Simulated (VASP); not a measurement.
A run of VASP 6.6.1:

Contents of INCAR:

```
SYSTEM = Mg5Re
  PREC = Accurate
  ENCUT = 520
  EDIFF = 1E-6
  ISMEAR = 0
  SIGMA = 0.1
  LREAL = .False.
  LASPH = .True.
  NELM = 80
  ALGO = Normal
  ISIF = 2
  LWAVE = .False.
  LCHARG = .False.
  GGA = PE
  NBANDS = 18
```

The input KPOINTS:

```
Automatic mesh
0
Gamma
  6 6 4
  0 0 0
```

File POSCAR:

```
Mg5Re
1.0
    3.6063195200      0.0000000000      0.0000000000
    0.0000000000      3.6063195200      0.0000000000
    0.0000000000      0.0000000000      5.1067596800
Mg Re
5 1
Direct
    0.6583822700      0.0000000000      0.5000000000
    0.3416177300      0.0000000000      0.5000000000
    0.0000000000      0.6583822700      0.5000000000
    0.0000000000      0.3416177300      0.5000000000
    0.5000000000      0.5000000000      0.5000000000
    0.0000000000      0.0000000000      0.5000000000
```

Potentials or basis: VASP PAW PBE potentials, release 64 (Mg, Re).

Run with:

```bash
$ cat potpaw_PBE.64/Mg/POTCAR potpaw_PBE.64/Re/POTCAR > POTCAR
$ mpirun -np 1 vasp_std > vasp.out
```

Hardware: 1 thread of Intel(R) Xeon(R) Platinum 8488C (Sapphire Rapids), with other jobs on the host.

Task: How long does it take, and how much memory?

Result: Wall time 32 s on 1 thread of Intel(R) Xeon(R) Platinum 8488C (Sapphire Rapids), on a shared host, peak memory 0.2 GiB. Counts: scf iterations 16, k points 30.
